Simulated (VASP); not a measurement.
Crystal: SiC.

```xyz
4
Lattice="3.0760 0.0000 0.0000 -1.5380 2.6639 0.0000 0.0000 0.0000 5.0480" Properties=species:S:1:pos:R:3 pbc="T T T"
Si    1.5380    0.8880    2.5240
Si    0.0000    1.7759    0.0000
C     1.5380    0.8880    4.4675
C     0.0000    1.7759    1.9435
```

```yaml
Program: VASP 6.6.1
Task: relaxation of cell and atoms
Functional: PBE
Dispersion: D3(BJ)
Potentials_or_basis: VASP PAW PBE potentials, release 64 (Si, C)
Cutoff: 600 eV
k_mesh: 10 × 10 × 5
Occupations: fermi-dirac, width 0.05 eV
Spin: no spin polarisation
```

At the start: pressure -1.2 GPa; volume 10.34 Å³/atom.

Task: How do energy, volume and symmetry change on relaxing?

Result: Over 7 steps the energy falls by 9.4 meV/atom and the volume is 10.27 Å³/atom (-0.7 %); space group P6_3mc (No. 186, to 0.1 Å) before and after.

Step by step:
```
step  energy change (eV)  largest force (eV/Å)  pressure (GPa)  volume (Å³)
   1              0.0000                0.7526           -1.18        41.36
   2             -0.0038                0.7017            1.25        40.90
   3             -0.0345                0.0666           -0.19        41.12
   4             -0.0373                0.0034            0.31        41.03
   5             -0.0374                0.0071            0.23        41.05
   6             -0.0374                0.0056           -0.18        41.12
   7             -0.0375                0.0000            0.00        41.09
```

Final structure:
```xyz
4
Lattice="3.0692 0.0000 0.0000 -1.5346 2.6580 0.0000 0.0000 0.0000 5.0367" Properties=species:S:1:pos:R:3 pbc="T T T"
Si    1.5346    0.8860    2.5415
Si    0.0000    1.7720    0.0232
C     1.5346    0.8860    4.4343
C     0.0000    1.7720    1.9159
```
